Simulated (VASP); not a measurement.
**SiO2: single point with LDA**

SiO2:

```xyz
12
Lattice="0.0000 4.4875 7.2144 2.2456 0.0000 7.2144 2.2456 4.4875 0.0000" Properties=species:S:1:pos:R:3 pbc="T T T"
Si    3.3683    6.7312    8.0967
Si    2.2456    4.4875    4.4895
Si    2.2456    4.4875    9.9393
Si    3.3683    6.7312   13.5465
O     1.6842    5.6093    5.4108
O     1.6842    3.3656    9.0180
O     2.8069    5.6093    9.0180
O     2.8069    3.3656    5.4108
O     2.2456    1.5397    7.2144
O     2.2456    7.4352    7.2144
O     1.1228    3.7835    3.6072
O     1.1228    0.7040    3.6072
```

```yaml
Program: VASP 6.6.1
Task: single point
Functional: LDA
Potentials_or_basis: VASP PAW LDA potentials, release 64 (Si, O)
Cutoff: 520 eV
k_mesh: 6 × 6 × 6
Occupations: gaussian, width 0.02 eV
Spin: no spin polarisation
Dipole_correction: no
Further_INCAR_settings: ALGO = Normal; EDIFF = 1e-06; NBANDS = 44
```

* Pressure: 15.8 GPa
* Largest force: 0.051 eV/Å
* Band gap on the k mesh: 5.76 eV

Forces on the atoms (eV/Å):
```
Si   0.000  0.000  0.050
Si   0.000  0.000  0.050
Si   0.000  0.000 -0.050
Si   0.000  0.000 -0.050
O    0.000  0.000  0.000
O    0.000  0.000  0.000
O    0.000  0.000  0.000
O    0.000  0.000  0.000
O    0.000 -0.051  0.000
O    0.000  0.051  0.000
O    0.000 -0.051  0.000
O    0.000  0.051  0.000
```

Stress tensor (GPa, compression positive):
```
15.91  0.00  0.00
 0.00 15.63  0.00
 0.00  0.00 15.89
```

Levels at points of the mesh, in eV from the valence-band top:
```
           k point  band 30  band 31  band 32  band 33  band 34  band 35
(0.00, 0.00, 0.00)    -0.48    -0.15     0.00     5.76     8.13     8.56
(0.50, 0.00, 0.00)    -0.67    -0.41    -0.26     8.28     8.91     9.57
(0.50, 0.50, 0.00)    -0.86    -0.13    -0.13     6.96     6.96     8.79
(0.50, 0.00, 0.50)    -1.20    -0.48    -0.48     7.78     7.78     9.34
(0.00, 0.50, 0.50)    -1.13    -0.32    -0.32     8.32     8.32     8.82
```

Wall time 13 min on 1 thread of Oxide Virtual Turin-like Processor (shared host), peak memory 0.37 GiB.

Caveat: the cell stands under pressure. A k mesh can miss the band edges.
